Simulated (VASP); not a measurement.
Wanted: the native input for a VASP 6.6.1 run.

| Property | Result |
| --- | --- |
| Task | single point |
| Functional | PBE |
| Potentials or basis | VASP PAW PBE potentials, release 64 (Al) |
| Cutoff | 520 eV |
| k mesh | 8 × 8 × 8 |
| Occupations | gaussian, width 0.05 eV |
| Spin | no spin polarisation |
| Dipole correction | no |
| Further INCAR settings | ALGO = Normal; EDIFF = 1e-06; NBANDS = 8 |

The structure of Al lies in POSCAR:

```
Al
1.0
    0.0000000000      2.0250000000      2.0250000000
    2.0250000000      0.0000000000      2.0250000000
    2.0250000000      2.0250000000      0.0000000000
Al
1
Direct
    0.0000000000      0.0000000000      0.0000000000
```

These files were run (other wordings do the same):

INCAR

```
PREC = Accurate
ENCUT = 520
EDIFF = 1E-6
ISMEAR = 0
SIGMA = 0.05
LREAL = F
LASPH = T
NELM = 60
ALGO = Normal
ISIF = 2
LWAVE = F
LCHARG = F
GGA = PE
NBANDS = 8
```

KPOINTS

```
regular mesh
0
Gamma
  8 8 8
```

Potentials or basis: VASP PAW PBE potentials, release 64 (Al).

Run with:

```console
$ cat potpaw_PBE.64/Al/POTCAR > POTCAR
$ mpirun -np 1 vasp_std > vasp.out
```

It gave:

```
Pressure : -0.5 GPa
```

It took 2.8 s on 1 thread of Intel(R) Xeon(R) 6975P-C (Granite Rapids) (shared host), peak memory 0.12 GiB.
